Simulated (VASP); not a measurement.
# HfN2 (Fd-3m) in VASP: notebook

Runs on HfN2. Level: PBE. Tasks: single point, relaxation of cell and atoms.

Program: VASP 6.6.1. These are calculated values, not measurements. Logs are shortened: lines on timing, memory, paths and dates and some standing lists are left out, and cuts for length are marked.

## Step 1: The cell of the first run

The structure is cubic, space group Fd-3m (No. 227). The conventional cell has a = 6.317 Å, b = 6.317 Å, c = 6.317 Å, α = 90.00°, β = 90.00°, γ = 90.00°. Hf (site symmetry -43m) has 12 N at 2.62 Å and 4 Hf at 2.74 Å within 3.5 Å. Within 3.0 Å of N (site symmetry -3m) lie 6 N at 2.23 Å and 6 Hf at 2.62 Å.

## Step 2: Single point, PBE

INCAR reads:

```
PREC     = Accurate       # precision mode
ENCUT    = 520            # plane-wave cutoff, eV
EDIFF    = 1E-6           # SCF threshold, eV
ISMEAR   = 0              # smearing method
SIGMA    = 0.1            # smearing width, eV
LREAL    = F              # projectors in reciprocal space
LASPH    = T              # aspherical terms in the spheres
NELM     = 80             # most SCF steps
ALGO     = Normal         # electronic algorithm
ISIF     = 2              # what is computed and relaxed
LWAVE    = F              # write WAVECAR
LCHARG   = F              # write CHGCAR
GGA      = PE             # functional
NBANDS   = 29             # bands
```

KPOINTS reads:

```
regular mesh
0
Gamma
  6 6 6
```

POSCAR reads:

```
HfN2
1.0
    0.0000000000      3.1583674062      3.1583674062
    3.1583674062      0.0000000000      3.1583674062
    3.1583674062      3.1583674062      0.0000000000
Hf N
2 4
Direct
    0.0000000000      0.0000000000      0.0000000000
    0.2500000000      0.2500000000      0.2500000000
    0.6250000000      0.6250000000      0.6250000000
    0.1250000000      0.6250000000      0.6250000000
    0.6250000000      0.6250000000      0.1250000000
    0.6250000000      0.1250000000      0.6250000000
```

Potentials or basis: VASP PAW PBE potentials, release 64 (Hf_pv, N).

Run with:

```
cat potpaw_PBE.64/Hf_pv/POTCAR potpaw_PBE.64/N/POTCAR > POTCAR
mpirun -np 1 vasp_std > vasp.out
```

OUTCAR:

```text
PREC = Accurate
   ENCUT = 520
   EDIFF = 1E-6
   ISMEAR = 0
   LREAL = F
   LASPH = T
   NELM = 80
   ISIF = 2
   GGA = PE

 ion  position               nearest neighbor table
   1  0.000  0.000  0.000-   3 2.62   5 2.62   6 2.62   3 2.62   4 2.62   5 2.62   3 2.62   4 2.62
                             6 2.62   4 2.62   5 2.62   6 2.62   2 2.74   2 2.74   2 2.74   2 2.74
   2  0.250  0.250  0.250-   4 2.62   5 2.62   6 2.62   3 2.62   4 2.62   6 2.62   3 2.62   4 2.62
                             5 2.62   3 2.62   5 2.62   6 2.62   1 2.74   1 2.74   1 2.74   1 2.74
   3  0.625  0.625  0.625-   2 2.62   2 2.62   2 2.62   1 2.62   1 2.62   1 2.62
   4  0.125  0.625  0.625-   2 2.62   2 2.62   1 2.62   2 2.62   1 2.62   1 2.62
   5  0.625  0.625  0.125-   2 2.62   2 2.62   1 2.62   2 2.62   1 2.62   1 2.62
   6  0.625  0.125  0.625-   2 2.62   2 2.62   1 2.62   2 2.62   1 2.62   1 2.62

  LATTYP: Found a face centered cubic cell.
 ALAT       =     6.3167348124

  Lattice vectors:

 A1 = (   0.0000000000,   3.1583674062,   3.1583674062)
 A2 = (   3.1583674062,   0.0000000000,   3.1583674062)
 A3 = (   3.1583674062,   3.1583674062,   0.0000000000)

Analysis of symmetry for initial positions (statically):
=====================================================================
 Subroutine PRICEL returns:
 Original cell was already a primitive cell.

 Routine SETGRP: Setting up the symmetry group for a
 face centered cubic supercell.

 Subroutine GETGRP returns: Found 48 space group operations
 (whereof 24 operations were pure point group operations)
 out of a pool of 48 trial point group operations.

The static configuration has the point symmetry T_d .
 The point group associated with its full space group is O_h .

Analysis of symmetry for dynamics (positions and initial velocities):
=====================================================================
 Subroutine PRICEL returns:
 Original cell was already a primitive cell.

 Routine SETGRP: Setting up the symmetry group for a
 face centered cubic supercell.

 Subroutine GETGRP returns: Found 48 space group operations
 (whereof 24 operations were pure point group operations)
 out of a pool of 48 trial point group operations.

The dynamic configuration has the point symmetry T_d .
 The point group associated with its full space group is O_h .

 Subroutine INISYM returns: Found 48 space group operations
 (whereof 24 operations are pure point group operations),
 and found     1 'primitive' translations

----------------------------------------------------------------------------------------

                                     Primitive cell

  volume of cell :      63.0112

  direct lattice vectors                    reciprocal lattice vectors
     0.000000000  3.158367406  3.158367406    -0.158309638  0.158309638  0.158309638
     3.158367406  0.000000000  3.158367406     0.158309638 -0.158309638  0.158309638
     3.158367406  3.158367406  0.000000000     0.158309638  0.158309638 -0.158309638

  length of vectors
     4.466606021  4.466606021  4.466606021     0.274200336  0.274200336  0.274200336

  position of ions in fractional coordinates (direct lattice)
     0.000000000  0.000000000  0.000000000
     0.250000000  0.250000000  0.250000000
     0.625000000  0.625000000  0.625000000
     0.125000000  0.625000000  0.625000000
     0.625000000  0.625000000  0.125000000
     0.625000000  0.125000000  0.625000000

  ion indices of the primitive-cell ions
   primitive index   ion index
                 1           1
                 2           2
                 3           3
                 4           4
                 5           5
                 6           6

----------------------------------------------------------------------------------------

 KPOINTS: regular mesh

Automatic generation of k-mesh.
 Grid dimensions read from file:
 generate k-points for:    6    6    6

 Generating k-lattice:

  Cartesian coordinates                     Fractional coordinates (reciprocal lattice)
    -0.026384940  0.026384940  0.026384940     0.166666667  0.000000000  0.000000000
     0.026384940 -0.026384940  0.026384940     0.000000000  0.166666667  0.000000000
     0.026384940  0.026384940 -0.026384940     0.000000000  0.000000000  0.166666667

  Length of vectors
     0.045700056  0.045700056  0.045700056

  Shift w.r.t. Gamma in fractional coordinates (k-lattice)
     0.000000000  0.000000000  0.000000000

 Subroutine IBZKPT returns following result:
 ===========================================

 Found     16 irreducible k-points:

 Following reciprocal coordinates:
            Coordinates               Weight
  0.000000  0.000000  0.000000      1.000000
  0.166667  0.000000  0.000000      8.000000
  0.333333  0.000000  0.000000      8.000000
  0.500000  0.000000  0.000000      4.000000
  0.166667  0.166667  0.000000      6.000000
  0.333333  0.166667  0.000000     24.000000
[... 8 lines left out ...]
 -0.333333  0.333333  0.166667     24.000000
 -0.333333  0.500000  0.166667     12.000000
   k-points           NKPTS =     16   k-points in BZ     NKDIM =     16   number of bands    NBANDS=     29
   number of dos      NEDOS =    301   number of ions     NIONS =      6
   total plane-waves  NPLWV =  46656
   dimension x,y,z NGX =    36 NGY =   36 NGZ =   36
   dimension x,y,z NGXF=    72 NGYF=   72 NGZF=   72
   ions per type =               2   4
   NGX,Y,Z   is equivalent  to a cutoff of  13.40, 13.40, 13.40 a.u.
   NGXF,Y,Z  is equivalent  to a cutoff of  26.80, 26.80, 26.80 a.u.
 SYSTEM =  unknown system
   PREC   = accura    normal or accurate (medium, high low for compatibility)
   ISTART =      0    job   : 0-new  1-cont  2-samecut
   ICHARG =      2    charge: 1-file 2-atom 10-const
   ISPIN  =      1    spin polarized calculation?
   LNONCOLLINEAR =      F non collinear calculations
   LSORBIT =      F    spin-orbit coupling
   LASPH  =      T    aspherical Exc in radial PAW
   ENCUT  =  520.0 eV  38.22 Ry    6.18 a.u.   8.30  8.30  8.30*2*pi/ulx,y,z
   NELM   =     80;   NELMIN=  2; NELMDL= -5     # of ELM steps
   EDIFF  = 0.1E-05   stopping-criterion for ELM
   LREAL  =      F    real-space projection
   EDIFFG = 0.1E-04   stopping-criterion for IOM
   NSW    =      0    number of steps for IOM
   IBRION =     -1    ionic relax: 0-MD 1-quasi-New 2-CG
   NFREE  =      0    steps in history (QN), initial steepest desc. (CG)
   ISIF   =      2    stress and relaxation
   ISYM   =      2    0-nonsym 1-usesym 2-fastsym
   POTIM  = 0.5000    time-step for ionic-motion
   TEBEG  =    0.0;   TEEND  =   0.0 temperature during run
   PSTRESS=    0.0 pullay stress
   NELECT =      40.0000    total number of electrons
   NUPDOWN=      -1.0000    fix difference up-down
   EMIN   =  10.00;   EMAX   =-10.00  energy-range for DOS
   EFERMI =   0.00;   METHOD = LEGACY
   ISMEAR =     0;   SIGMA  =   0.10  broadening in eV -4-tet -1-fermi 0-gaus
   EFERMI_NEDOS =   21; number of points for ismear=-14 and -15
   IALGO  =     38    algorithm
   IMIX   =      4    mixing-type and parameters
     AMIX     =   0.40;   BMIX     =  1.00
     AMIX_MAG =   1.60;   BMIX_MAG =  1.00
  volume/ion in A,a.u.               =      10.50        70.87
  Fermi-wavevector in a.u.,A,eV,Ry     =   1.406983  2.658812 26.934109  1.979601
  Thomas-Fermi vector in A             =   2.529288
   LORBIT       =      0    0 simple, 1 ext, 2 COOP (PROOUT), +10 PAW based schemes
   GGA     = PE    functional components
   LHFCALC =     F    Hartree Fock is set to
   AEXX    =    0.0000 exact exchange contribution
   IVDW    =     0    specifies the selected vdW correction
   LEPSILON=     F    determine dielectric tensor
   LRPA    =     F    only Hartree local field effects (RPA)
 non-spin polarized calculation
 Gauss-broadening in eV      SIGMA  =   0.10
  energy-cutoff  :      520.00
  volume of cell :       63.01
 maximum number of plane-waves:      1714
 NGX is ok and might be reduce to    36
   NGX = 17   NGY = 17   NGZ = 17

 number of electron      40.0000002 magnetization

 Free energy of the ion-electron system (eV)
  ---------------------------------------------------
  ext. energy  EPLUGINS =         0.00000000
  ---------------------------------------------------
  free energy    TOTEN  =       -43.47204820 eV

  energy without entropy =      -43.43840034  energy(sigma->0) =      -43.45522427

 E-fermi :   7.1567     XC(G=0): -12.6233

 val. band max:        7.1455261579   @ k =   0.5000   0.3333   0.1667
 cond. band min:       7.1804862323   @ k =   0.3333   0.1667   0.0000
 fundamental gap:      0.0349600744
 Fermi energy:         7.1566540627

 k-point     1 :       0.0000    0.0000    0.0000
  band No.  band energies     occupation
      1     -24.6369      2.00000
      2     -24.6369      2.00000
      3     -24.6369      2.00000
      4     -23.8741      2.00000
      5     -23.8741      2.00000
      6     -23.8741      2.00000
[... 21 lines left out ...]
     28      11.6239      0.00000
     29      12.2979      0.00000

 k-point     2 :       0.1667    0.0000    0.0000
  band No.  band energies     occupation
      1     -24.6636      2.00000
      2     -24.6636      2.00000
      3     -24.6447      2.00000
      4     -23.8807      2.00000
      5     -23.8463      2.00000
      6     -23.8463      2.00000
[... 21 lines left out ...]
     28      11.2377      0.00000
     29      12.2220      0.00000

 k-point     3 :       0.3333    0.0000    0.0000
  band No.  band energies     occupation
      1     -24.7120      2.00000
      2     -24.7120      2.00000
      3     -24.6675      2.00000
      4     -23.8844      2.00000
      5     -23.7958      2.00000
      6     -23.7958      2.00000
[... 382 lines left out ...]
      5     -23.7114      2.00000
      6     -23.6735      2.00000
[... 21 lines left out ...]
     28      10.3278      0.00000
     29      11.3072      0.00000

 k-point    16 :      -0.3333    0.5000    0.1667
  band No.  band energies     occupation
      1     -24.8441      2.00000
      2     -24.8441      2.00000
      3     -24.2771      2.00000
      4     -24.2771      2.00000
      5     -23.6741      2.00000
      6     -23.6741      2.00000
[... 21 lines left out ...]
     28       9.9047      0.00000
     29      11.4508      0.00000

------------------------ aborting loop because EDIFF is reached ----------------------------------------

  FORCE on cell =-STRESS in cart. coord.  units (eV):
  Direction    XX          YY          ZZ          XY          YZ          ZX
  --------------------------------------------------------------------------------------
  -------------------------------------------------------------------------------------
  Total       -0.6679132     -0.6679132     -0.6679132      0.0000000      0.0000000      0.0000000
  in kB      -16.9829309    -16.9829309    -16.9829309      0.0000000      0.0000000      0.0000000
  external PRESSURE =     -16.9829309 kB  Pullay stress =       0.0000000 kB

 VOLUME and BASIS-vectors are now :
 -----------------------------------------------------------------------------
  energy-cutoff  :      520.00
  volume of cell :       63.01
      direct lattice vectors                 reciprocal lattice vectors
     0.000000000  3.158367406  3.158367406    -0.158309638  0.158309638  0.158309638
     3.158367406  0.000000000  3.158367406     0.158309638 -0.158309638  0.158309638
     3.158367406  3.158367406  0.000000000     0.158309638  0.158309638 -0.158309638

 POSITION                                       TOTAL-FORCE (eV/Angst)
 -----------------------------------------------------------------------------------
      0.00000      0.00000      0.00000         0.000000      0.000000      0.000000
      1.57918      1.57918      1.57918        -0.000000     -0.000000     -0.000000
      3.94796      3.94796      3.94796         0.000000     -0.000000     -0.000000
      3.94796      2.36878      2.36878         0.000000     -0.000000     -0.000000
      2.36878      2.36878      3.94796         0.000000     -0.000000     -0.000000
      2.36878      3.94796      2.36878         0.000000     -0.000000     -0.000000
 -----------------------------------------------------------------------------------
    total drift:                               -0.000000     -0.000000      0.000000

  FREE ENERGIE OF THE ION-ELECTRON SYSTEM (eV)
  ---------------------------------------------------
  free  energy   TOTEN  =       -43.4720481980 eV

  energy  without entropy=      -43.4384003378  energy(sigma->0) =      -43.45522427
```

Wall time 67 s (1 thread of Intel Xeon 8259CL, shared host); peak memory 0.21 GiB.

Results:

| Item | Value |
| --- | --- |
| Free energy | -43.4720 eV |
| Pressure | -1.7 GPa |
| Band gap on the k mesh | zero (bands 20 and 21 overlap by 1.22 eV) |

Caveat: spin-orbit coupling is left out, which moves the levels of the heavy elements.

## Step 3: Single point, PBE

INCAR reads:

```
SYSTEM = HfN2
  PREC = Accurate
  ENCUT = 520
  EDIFF = 1E-7
  ISMEAR = 0
  SIGMA = 0.1
  LREAL = .FALSE.
  LASPH = .TRUE.
  NELM = 60
  ALGO = Normal
  ISIF = 2
  LWAVE = .FALSE.
  LCHARG = .TRUE.
  GGA = PE
  LELF = .TRUE.
  LVHAR = .TRUE.
  NBANDS = 29
```

KPOINTS reads:

```
Automatic mesh
0
G
  10 10 10
  0 0 0
```

POSCAR reads:

```
HfN2
1.0
    0.0000000000      3.1575857315      3.1575857315
    3.1575857315      0.0000000000      3.1575857315
    3.1575857315      3.1575857315      0.0000000000
Hf N
2 4
Direct
    0.5000000000      0.5000000000      0.5000000000
    0.7500000000      0.7500000000      0.7500000000
    0.1250000000      0.1250000000      0.1250000000
    0.6250000000      0.1250000000      0.1250000000
    0.1250000000      0.1250000000      0.6250000000
    0.1250000000      0.6250000000      0.1250000000
```

Potentials or basis: VASP PAW PBE potentials, release 64 (Hf_pv, N).

Run with:

```
cat potpaw_PBE.64/Hf_pv/POTCAR potpaw_PBE.64/N/POTCAR > POTCAR
mpirun -np 1 vasp_std > vasp.out
```

OUTCAR:

```text
SYSTEM = HfN2
   PREC = Accurate
   ENCUT = 520
   EDIFF = 1E-7
   ISMEAR = 0
   LREAL = .FALSE.
   LASPH = .TRUE.
   NELM = 60
   ISIF = 2
   GGA = PE

 ion  position               nearest neighbor table
   1  0.500  0.500  0.500-   6 2.62   4 2.62   5 2.62   5 2.62   4 2.62   6 2.62   3 2.62   3 2.62
                             3 2.62   4 2.62   5 2.62   6 2.62   2 2.73   2 2.73   2 2.73   2 2.73
   2  0.750  0.750  0.750-   4 2.62   6 2.62   4 2.62   5 2.62   5 2.62   6 2.62   3 2.62   6 2.62
                             3 2.62   3 2.62   4 2.62   5 2.62   1 2.73   1 2.73   1 2.73   1 2.73
   3  0.125  0.125  0.125-   2 2.62   2 2.62   2 2.62   1 2.62   1 2.62   1 2.62
   4  0.625  0.125  0.125-   2 2.62   1 2.62   1 2.62   2 2.62   1 2.62   2 2.62
   5  0.125  0.125  0.625-   2 2.62   2 2.62   1 2.62   1 2.62   1 2.62   2 2.62
   6  0.125  0.625  0.125-   2 2.62   1 2.62   1 2.62   2 2.62   1 2.62   2 2.62

  LATTYP: Found a face centered cubic cell.
 ALAT       =     6.3151714630

  Lattice vectors:

 A1 = (   0.0000000000,   3.1575857315,   3.1575857315)
 A2 = (   3.1575857315,   0.0000000000,   3.1575857315)
 A3 = (   3.1575857315,   3.1575857315,   0.0000000000)

Analysis of symmetry for initial positions (statically):
[... 189 lines left out ...]
 Fermi energy:         7.1082060556

 k-point     1 :       0.0000    0.0000    0.0000
  band No.  band energies     occupation
      1     -24.6304      2.00000
      2     -24.6304      2.00000
      3     -24.6304      2.00000
      4     -23.8661      2.00000
      5     -23.8661      2.00000
      6     -23.8661      2.00000
[... 757 lines left out ...]
     28      11.0239      0.00000
     29      11.4923      0.00000

 [... further k-points ...]

------------------------ aborting loop because EDIFF is reached ----------------------------------------

  FORCE on cell =-STRESS in cart. coord.  units (eV):
  Direction    XX          YY          ZZ          XY          YZ          ZX
  --------------------------------------------------------------------------------------
  -------------------------------------------------------------------------------------
  Total       -0.6696556     -0.6696556     -0.6696556      0.0000000      0.0000000      0.0000000
  in kB      -17.0398847    -17.0398847    -17.0398847      0.0000000      0.0000000      0.0000000
  external PRESSURE =     -17.0398847 kB  Pullay stress =       0.0000000 kB

 VOLUME and BASIS-vectors are now :
 -----------------------------------------------------------------------------
  energy-cutoff  :      520.00
  volume of cell :       62.96
      direct lattice vectors                 reciprocal lattice vectors
     0.000000000  3.157585732  3.157585732    -0.158348828  0.158348828  0.158348828
     3.157585732  0.000000000  3.157585732     0.158348828 -0.158348828  0.158348828
     3.157585732  3.157585732  0.000000000     0.158348828  0.158348828 -0.158348828

 POSITION                                       TOTAL-FORCE (eV/Angst)
 -----------------------------------------------------------------------------------
      3.15759      3.15759      3.15759        -0.000000     -0.000000     -0.000000
      4.73638      4.73638      4.73638         0.000000      0.000000      0.000000
      0.78940      0.78940      0.78940        -0.000000     -0.000000     -0.000000
      0.78940      2.36819      2.36819        -0.000000     -0.000000     -0.000000
      2.36819      2.36819      0.78940        -0.000000     -0.000000     -0.000000
      2.36819      0.78940      2.36819        -0.000000     -0.000000     -0.000000
 -----------------------------------------------------------------------------------
    total drift:                                0.000000      0.000000      0.000000

  FREE ENERGIE OF THE ION-ELECTRON SYSTEM (eV)
  ---------------------------------------------------
  free  energy   TOTEN  =       -43.4779446804 eV

  energy  without entropy=      -43.4529556969  energy(sigma->0) =      -43.46545019
```

OSZICAR:

```text
N       E                     dE             d eps       ncg     rms          rms(c)
DAV:   1     0.175500529316E+03    0.17550E+03   -0.22336E+04  2742   0.137E+03
DAV:   2    -0.352441804848E+02   -0.21074E+03   -0.20017E+03  3117   0.332E+02
DAV:   3    -0.491983397335E+02   -0.13954E+02   -0.13480E+02  3716   0.663E+01
DAV:   4    -0.494463170181E+02   -0.24798E+00   -0.24699E+00  3282   0.845E+00
DAV:   5    -0.494502300616E+02   -0.39130E-02   -0.39118E-02  3428   0.902E-01    0.404E+01
DAV:   6    -0.496640916807E+02   -0.21386E+00   -0.12134E+02  3680   0.265E+01    0.692E+01
DAV:   7    -0.440903157220E+02    0.55738E+01   -0.13536E+01  3642   0.129E+01    0.470E+01
DAV:   8    -0.441664257693E+02   -0.76110E-01   -0.15022E+01  3484   0.117E+01    0.262E+01
DAV:   9    -0.434849661650E+02    0.68146E+00   -0.33383E+00  3574   0.518E+00    0.389E+00
DAV:  10    -0.434840097186E+02    0.95645E-03   -0.43519E-02  3140   0.116E+00    0.242E+00
DAV:  11    -0.434781437038E+02    0.58660E-02   -0.26401E-02  3361   0.672E-01    0.301E-01
DAV:  12    -0.434780011281E+02    0.14258E-03   -0.63745E-04  3415   0.130E-01    0.200E-01
DAV:  13    -0.434779464605E+02    0.54668E-04   -0.13389E-04  3552   0.384E-02    0.122E-01
DAV:  14    -0.434779459532E+02    0.50728E-06   -0.12768E-05  3129   0.226E-02    0.325E-02
DAV:  15    -0.434779444794E+02    0.14738E-05   -0.12296E-05  3668   0.107E-02    0.228E-02
DAV:  16    -0.434779446918E+02   -0.21241E-06   -0.28152E-07  2601   0.292E-03    0.123E-02
DAV:  17    -0.434779446804E+02    0.11441E-07   -0.64868E-08  1763   0.110E-03
   1 F= -.43477945E+02 E0= -.43465450E+02  d E =-.249890E-01
```

It took 3.3 min on 1 thread of Intel Xeon 8259CL, shared host; peak memory 0.25 GiB.

Results:

```yaml
Free_energy: -43.4779 eV
Pressure: -1.7 GPa
Band_gap_on_the_k_mesh: zero (bands 20 and 21 overlap by 1.37 eV)
```

Levels at points of the mesh, in eV from the Fermi level:
```tsv
k point	band 18	band 19	band 20	band 21	band 22	band 23
(0.00, 0.00, 0.00)	0.53	0.53	0.53	0.78	0.78	0.78
(0.50, 0.00, 0.00)	-3.34	-1.61	-1.02	0.86	1.52	1.52
(0.50, 0.50, 0.00)	-2.52	-2.40	-2.40	-0.25	-0.25	1.88
```

Caveat: spin-orbit coupling is left out, which moves the levels of the heavy elements.

[end of part 1 of 2]
